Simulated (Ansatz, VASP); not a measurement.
## Two plane-wave programs on Ag

```
CELL_PARAMETERS angstrom
-1.63418 1.63418 1.63418
1.63418 -1.63418 1.63418
1.63418 1.63418 -1.63418
ATOMIC_POSITIONS crystal
Ag 0.00000 0.00000 0.00000
```

Alike in both runs: functional r2SCAN; k mesh 18 × 18 × 18; occupations gaussian, width 0.1 eV; no spin polarisation.

Ansatz relaxed the structure, and its values are those at the end. VASP's run is a single point on that final structure, the one shown.

```csv
,VASP,Ansatz
version,VASP 6.6.1,Ansatz 0.2.0
potentials or method,"VASP PAW PBE potentials, release 64 (Ag), cutoff 520 eV","scalar-relativistic, plane waves, PAW"
valence electrons in the cell,11,19
```

|  | VASP | Ansatz | Ansatz less VASP |
| --- | --- | --- | --- |
| gap on the k mesh at the Fermi level (eV) | none | none | - |
| pressure (GPa) | 0.1 | 0.0 | -0.13 |

VASP's potentials were made for PBE, not for r2SCAN. A gap of «none» marks a metal or a gap that the smearing closes. With one functional, cell and mesh, what is left measures potentials, basis and numerics. VASP's potentials hold 11 valence electrons a cell and Ansatz's 19, so a difference there can come from the potentials and not from the codes.
